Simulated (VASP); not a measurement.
# As3P2 (R-3m) in VASP: further runs

Runs on As3P2. Level: PBE. Tasks: relaxation of cell and atoms, single point.

Program: VASP 6.6.1. These are calculated values, not measurements. Logs are shortened: lines on timing, memory, paths and dates and some standing lists are left out, and cuts for length are marked.

## 1. The cell of the first run

It takes space group R-3m (No. 166, trigonal). Conventional cell: a = 3.658 Å, b = 3.658 Å, c = 25.434 Å, α = 90.00°, β = 90.00°, γ = 120.00°. Within 3.4 Å of P (site symmetry 3m) lie 6 As at 2.56 to 2.71 Å. Within 3.8 Å of As (site symmetry -3m) lie 6 P at 2.71 Å and 12 As at 3.66 to 3.79 Å. Within 3.4 Å of As (site symmetry 3m) lie 3 P at 2.56 Å and 3 As at 3.03 Å.

## 2. Relaxation of cell and atoms, PBE

File INCAR:

```
  PREC = Accurate
  ENCUT = 600
  EDIFF = 1E-7
  ISMEAR = 0
  SIGMA = 0.1
  LREAL = False
  LASPH = True
  NELM = 100
  ALGO = Normal
  ISIF = 3
  LWAVE = False
  LCHARG = False
  GGA = PE
  IBRION = 2
  NSW = 90
  EDIFFG = -0.04
```

File KPOINTS:

```
regular mesh
0
Gamma
  6 6 6
```

File POSCAR:

```
As3P2
1.0
    1.8289419306      1.0559401159      8.4780735892
   -1.8289419306      1.0559401159      8.4780735892
    0.0000000000     -2.1118802319      8.4780735892
P As
2 3
Direct
    0.4000000000      0.4000000000      0.4000000000
    0.6000000000      0.6000000000      0.6000000000
    0.0000000000      0.0000000000      0.0000000000
    0.2095000000      0.2095000000      0.2095000000
    0.7905000000      0.7905000000      0.7905000000
```

Potentials or basis: VASP PAW PBE potentials, release 64 (P, As).

Run with:

```bash
$ cat potpaw_PBE.64/P/POTCAR potpaw_PBE.64/As/POTCAR > POTCAR
$ mpirun -np 1 vasp_std > vasp.out
```

OUTCAR:

```text
PREC = Accurate
   ENCUT = 600
   EDIFF = 1E-7
   ISMEAR = 0
   LREAL = False
   LASPH = True
   NELM = 100
   ISIF = 3
   GGA = PE
   IBRION = 2
   NSW = 90
   EDIFFG = -0.04

 ion  position               nearest neighbor table
   1  0.400  0.400  0.400-   5 2.56   5 2.56   5 2.56   3 2.71   3 2.71   3 2.71
   2  0.600  0.600  0.600-   4 2.56   4 2.56   4 2.56   3 2.71   3 2.71   3 2.71
   3  0.000  0.000  0.000-   2 2.71   1 2.71   2 2.71   2 2.71   1 2.71   1 2.71
   4  0.209  0.209  0.209-   2 2.56   2 2.56   2 2.56
   5  0.791  0.791  0.791-   1 2.56   1 2.56   1 2.56

  LATTYP: Found a trigonal (rhomboedric) cell.
 ALAT       =     8.7371488426
 COS(alpha) =     0.9123624232

  Lattice vectors:

 A1 = (   1.8289419306,   1.0559401159,   8.4780735892)
 A2 = (  -1.8289419306,   1.0559401159,   8.4780735892)
 A3 = (   0.0000000000,  -2.1118802319,   8.4780735892)

Analysis of symmetry for initial positions (statically):
=====================================================================
 Subroutine PRICEL returns:
 Original cell was already a primitive cell.

 Routine SETGRP: Setting up the symmetry group for a
 trigonal (rhombohedral) supercell.

 Subroutine GETGRP returns: Found 12 space group operations
 (whereof 12 operations were pure point group operations)
 out of a pool of 12 trial point group operations.

The static configuration has the point symmetry D_3d.

Analysis of symmetry for dynamics (positions and initial velocities):
=====================================================================
 Subroutine PRICEL returns:
 Original cell was already a primitive cell.

 Routine SETGRP: Setting up the symmetry group for a
 trigonal (rhombohedral) supercell.

 Subroutine GETGRP returns: Found 12 space group operations
 (whereof 12 operations were pure point group operations)
 out of a pool of 12 trial point group operations.

The dynamic configuration has the point symmetry D_3d.

 Subroutine INISYM returns: Found 12 space group operations
 (whereof 12 operations are pure point group operations),
 and found     1 'primitive' translations

----------------------------------------------------------------------------------------

                                     Primitive cell

  volume of cell :      98.2398

  direct lattice vectors                    reciprocal lattice vectors
[... 103 lines left out ...]
   PSTRESS=    0.0 pullay stress
   NELECT =      25.0000    total number of electrons
   NUPDOWN=      -1.0000    fix difference up-down
   EMIN   =  10.00;   EMAX   =-10.00  energy-range for DOS
   EFERMI =   0.00;   METHOD = LEGACY
   ISMEAR =     0;   SIGMA  =   0.10  broadening in eV -4-tet -1-fermi 0-gaus
   EFERMI_NEDOS =   21; number of points for ismear=-14 and -15
   IALGO  =     38    algorithm
   IMIX   =      4    mixing-type and parameters
     AMIX     =   0.40;   BMIX     =  1.00
     AMIX_MAG =   1.60;   BMIX_MAG =  1.00
  volume/ion in A,a.u.               =      19.65       132.59
  Fermi-wavevector in a.u.,A,eV,Ry     =   1.037430  1.960459 14.643430  1.076262
  Thomas-Fermi vector in A             =   2.171868
   LORBIT       =      0    0 simple, 1 ext, 2 COOP (PROOUT), +10 PAW based schemes
   GGA     = PE    functional components
   LHFCALC =     F    Hartree Fock is set to
   AEXX    =    0.0000 exact exchange contribution
   IVDW    =     0    specifies the selected vdW correction
   LEPSILON=     F    determine dielectric tensor
   LRPA    =     F    only Hartree local field effects (RPA)
 conjugate gradient relaxation of ions
 non-spin polarized calculation
 Gauss-broadening in eV      SIGMA  =   0.10
  energy-cutoff  :      600.00
  volume of cell :       98.24
 maximum number of plane-waves:      3322
 NGX is ok and might be reduce to    70
   NGX = 35   NGY = 35   NGZ = 35

--------------------------------------- Ionic step        1  -------------------------------------------

 number of electron      25.0000001 magnetization

 Free energy of the ion-electron system (eV)
  ---------------------------------------------------
  ext. energy  EPLUGINS =         0.00000000
  ---------------------------------------------------
  free energy    TOTEN  =       -23.62785175 eV

  energy without entropy =      -23.60940492  energy(sigma->0) =      -23.61862834

------------------------ aborting loop because EDIFF is reached ----------------------------------------

  FORCE on cell =-STRESS in cart. coord.  units (eV):
  Direction    XX          YY          ZZ          XY          YZ          ZX
  --------------------------------------------------------------------------------------
  -------------------------------------------------------------------------------------
  Total       -1.7371754     -1.7371754     -4.4724878      0.0000000      0.0000000      0.0000000
  in kB      -28.3313074    -28.3313074    -72.9410660      0.0000000      0.0000000      0.0000000
  external PRESSURE =     -43.2012269 kB  Pullay stress =       0.0000000 kB
[... 299 lines left out ...]
--------------------------------------- Ionic step        9  -------------------------------------------

 number of electron      25.0000000 magnetization

 Free energy of the ion-electron system (eV)
  ---------------------------------------------------
  ext. energy  EPLUGINS =         0.00000000
  ---------------------------------------------------
  free energy    TOTEN  =       -23.95113385 eV

  energy without entropy =      -23.94164066  energy(sigma->0) =      -23.94638726

 E-fermi :   6.8411     XC(G=0): -10.5884

 val. band max:        6.8135191685   @ k =   0.1667   0.1667  -0.0000
 cond. band min:       6.8515700010   @ k =   0.5000   0.3333  -0.0000
 fundamental gap:      0.0380508325
 Fermi energy:         6.8410853754

 k-point     1 :       0.0000    0.0000    0.0000
  band No.  band energies     occupation
      1      -8.4005      2.00000
      2      -6.1665      2.00000
      3      -6.0613      2.00000
      4      -0.0683      2.00000
      5       0.1962      2.00000
      6       4.7824      2.00000
[... 433 lines left out ...]
      3      -4.1928      2.00000
      4      -2.8987      2.00000
      5      -2.5564      2.00000
      6       1.0070      2.00000
[... 8 lines left out ...]
     15       8.9362      0.00000
     16       9.5661      0.00000

 [... further k-points ...]

------------------------ aborting loop because EDIFF is reached ----------------------------------------

  FORCE on cell =-STRESS in cart. coord.  units (eV):
  Direction    XX          YY          ZZ          XY          YZ          ZX
  --------------------------------------------------------------------------------------
  -------------------------------------------------------------------------------------
  Total       -0.0217863     -0.0217863     -0.0649349      0.0000000      0.0000000      0.0000000
  in kB       -0.3821447     -0.3821447     -1.1389944      0.0000000      0.0000000      0.0000000
  external PRESSURE =      -0.6344279 kB  Pullay stress =       0.0000000 kB
[... 20 lines left out ...]
  FREE ENERGIE OF THE ION-ELECTRON SYSTEM (eV)
  ---------------------------------------------------
  free  energy   TOTEN  =       -23.9511338541 eV

  energy  without entropy=      -23.9416406564  energy(sigma->0) =      -23.94638726

 reached required accuracy - stopping structural energy minimisation
```

OSZICAR:

```text
N       E                     dE             d eps       ncg     rms          rms(c)
DAV:   1     0.101080704743E+03    0.10108E+03   -0.11311E+04  1024   0.147E+03
DAV:   2    -0.172337615377E+02   -0.11831E+03   -0.11683E+03  1392   0.199E+02
DAV:   3    -0.235775044718E+02   -0.63437E+01   -0.62100E+01  1408   0.479E+01
[... 91 lines left out ...]
DAV:   3    -0.239511184892E+02    0.58153E-04   -0.79083E-04  1328   0.183E-01    0.778E-02
DAV:   4    -0.239511251033E+02   -0.66142E-05   -0.16740E-04  1296   0.866E-02    0.304E-02
DAV:   5    -0.239511329943E+02   -0.78910E-05   -0.25955E-05  1424   0.361E-02    0.740E-03
DAV:   6    -0.239511337744E+02   -0.78005E-06   -0.30429E-06  1256   0.122E-02    0.343E-03
DAV:   7    -0.239511338541E+02   -0.79777E-07   -0.44747E-07  1216   0.442E-03
   9 F= -.23951134E+02 E0= -.23946387E+02  d E =-.173551E-01
```

CONTCAR:

```text
As3P2
   1.00000000000000
     1.8594291386733930    1.0735419136895334    7.6263560700720134
    -1.8594291386733930    1.0735419136895334    7.6263560700720134
     0.0000000000000000   -2.1470838274703516    7.6263560700707620
  P               As
     2     3
Direct
     0.3989890951130500    0.3989890951130500    0.3989890951130508
     0.6010109048869497    0.6010109048869497    0.6010109048869492
     0.0000000000000000    0.0000000000000000    0.0000000000000000
     0.2038498302278701    0.2038498302278701    0.2038498302278705
     0.7961501697721298    0.7961501697721298    0.7961501697721296

  0.00000000E+00  0.00000000E+00  0.00000000E+00
  0.00000000E+00  0.00000000E+00  0.00000000E+00
  0.00000000E+00  0.00000000E+00  0.00000000E+00
  0.00000000E+00  0.00000000E+00  0.00000000E+00
  0.00000000E+00  0.00000000E+00  0.00000000E+00
```

Wall time 21 min (1 thread of Intel Xeon 6975P-C (Granite Rapids), shared host); peak memory 0.77 GiB.

What came out:

- Free energy: -23.9511 eV
- Relaxed volume: 18.27 Å³/atom
- Relaxed cell: a = 7.923 Å, b = 7.923 Å, c = 7.923 Å, α = 27.15°, β = 27.15°, γ = 27.15°
- Space group after relaxing (to 0.1 Å): R-3m (No. 166)
- Energy gained by relaxing: 64.7 meV/atom
- Ionic steps: 9
- Pressure after relaxing: -0.1 GPa
- Largest force after relaxing: 0.023 eV/Å
- Band gap on the k mesh: zero (an odd number of electrons rules out a gap without spin polarisation)

Forces in eV/Å, atoms in the order of the input:
```
P    0.000  0.000  0.023
P    0.000  0.000 -0.023
As   0.000  0.000  0.000
As   0.000  0.000 -0.003
As   0.000  0.000  0.003
```

The path:
| step | energy change (eV) | largest force (eV/Å) | pressure (GPa) | volume (Å³) |
| --- | --- | --- | --- | --- |
| 1 | 0.0000 | 0.0951 | -4.32 | 98.24 |
| 2 | -0.1304 | 0.5061 | 1.51 | 90.88 |
| 3 | -0.1305 | 0.4938 | 1.31 | 91.08 |
| 4 | -0.2191 | 0.5327 | 1.69 | 90.22 |
| 5 | -0.2695 | 0.4353 | 2.94 | 88.57 |
| 6 | -0.2902 | 0.1798 | -2.07 | 93.61 |
| 7 | -0.3059 | 0.2275 | -0.20 | 91.57 |
| 8 | -0.3191 | 0.1133 | -0.10 | 91.46 |
| 9 | -0.3233 | 0.0226 | -0.06 | 91.34 |

Final structure:
```
P As
1.0
     1.85943    1.07354    7.62636
    -1.85943    1.07354    7.62636
     0.00000   -2.14708    7.62636
P As
2 3
Cartesian
  0.0000 0.0000 9.1285
  0.0000 0.0000 13.7506
  0.0000 0.0000 0.0000
  0.0000 0.0000 4.6639
  0.0000 0.0000 18.2152
```

## 3. Single point, PBE

This run uses another cell than the first one, of 18.18 Å³/atom.

File INCAR:

```
SYSTEM = As3P2
ALGO = Normal
EDIFF = 1E-7
ENCUT = 520
GGA = PE
ISIF = 2
ISMEAR = 0
LASPH = .True.
LCHARG = .True.
LELF = .True.
LREAL = .False.
LVHAR = .True.
LWAVE = .False.
NBANDS = 20
NELM = 100
PREC = Accurate
SIGMA = 0.1
```

File KPOINTS:

```
k-points
0
Gamma
  12 12 12
  0 0 0
```

File POSCAR:

```
As3P2
1.0
    1.8539769648      1.0703940997      7.6355716298
   -1.8539769648      1.0703940997      7.6355716298
    0.0000000000     -2.1407881994      7.6355716298
P As
2 3
Direct
    0.3991804481      0.3991804481      0.3991804481
    0.6008195519      0.6008195519      0.6008195519
    0.0000000000      0.0000000000      0.0000000000
    0.2041710627      0.2041710627      0.2041710627
    0.7958289373      0.7958289373      0.7958289373
```

Potentials or basis: VASP PAW PBE potentials, release 64 (P, As).

Run with:

```bash
$ cat potpaw_PBE.64/P/POTCAR potpaw_PBE.64/As/POTCAR > POTCAR
$ mpirun -np 1 vasp_std > vasp.out
```

Wall time 11 min (1 thread of Intel Xeon 6975P-C (Granite Rapids), shared host); peak memory 0.65 GiB.

Results (log left out):

```yaml
Free_energy: -23.9456 eV
Pressure: 0.1 GPa
Band_gap_on_the_k_mesh: zero (an odd number of electrons rules out a gap without spin polarisation)
```

Forces on the atoms (eV/Å):
```
P    0.000  0.000 -0.002
P    0.000  0.000  0.002
As   0.000  0.000  0.000
As   0.000  0.000 -0.002
As   0.000  0.000  0.002
```

Levels at points of the mesh, in eV from the Fermi level:
```
           k point  band 10  band 11  band 12  band 13  band 14  band 15  band 16  band 17
(0.00, 0.00, 0.00)    -0.71    -0.59    -0.19    -0.19     0.09     0.09     1.10     1.44
(0.50, 0.00, 0.00)    -3.45    -2.93    -2.42     0.45     0.80     1.68     1.68     3.87
(0.50, 0.50, 0.00)    -2.53    -1.81    -1.44    -1.43     1.91     2.00     2.16     3.95
(0.50, 0.50, 0.50)    -1.68    -1.14    -1.14     0.05     0.30     2.06     2.06     2.31
```

The gap in the log of VASP goes by the Fermi energy; the results here count the filled bands.